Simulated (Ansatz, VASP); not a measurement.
One calculation of GeIrPt6, two programs

```
Ge Ir Pt
1.0
     0.00000    3.95800    3.95800
     3.95800    0.00000    3.95800
     3.95800    3.95800    0.00000
Ge Ir Pt
1 1 6
Direct
  0.00000 0.00000 0.00000
  0.50000 0.50000 0.50000
  0.50000 0.00000 0.00000
  0.00000 0.50000 0.00000
  0.00000 0.00000 0.50000
  0.50000 0.50000 0.00000
  0.00000 0.50000 0.50000
  0.50000 0.00000 0.50000
```

Alike in both runs: functional PBE; k mesh 4 × 4 × 4; occupations gaussian, width 0.2 eV; no spin polarisation.

Ansatz relaxed the structure, and its values are those at the end. VASP's run is a single point on that final structure, the one shown.

```csv
,VASP,Ansatz
version,VASP 6.6.1,Ansatz 0.2.0
potentials or method,"VASP PAW PBE potentials, release 64 (Ge_d, Ir, Pt), cutoff 500 eV","scalar-relativistic, plane waves, PAW"
valence electrons in the cell,83,139
```

VASP gave:

```
gap on the k mesh at the Fermi level (eV) : none
pressure (GPa)                            : -0.4
```

Problem. What did Ansatz give for the same quantities?

Solution. gap on the k mesh at the Fermi level (eV): none; pressure (GPa): -0.1.

A gap of «none» marks a metal or a gap that the smearing closes. VASP's potentials hold 83 valence electrons a cell and Ansatz's 139, so a difference there can come from the potentials and not from the codes.

Spin-orbit coupling is off throughout.
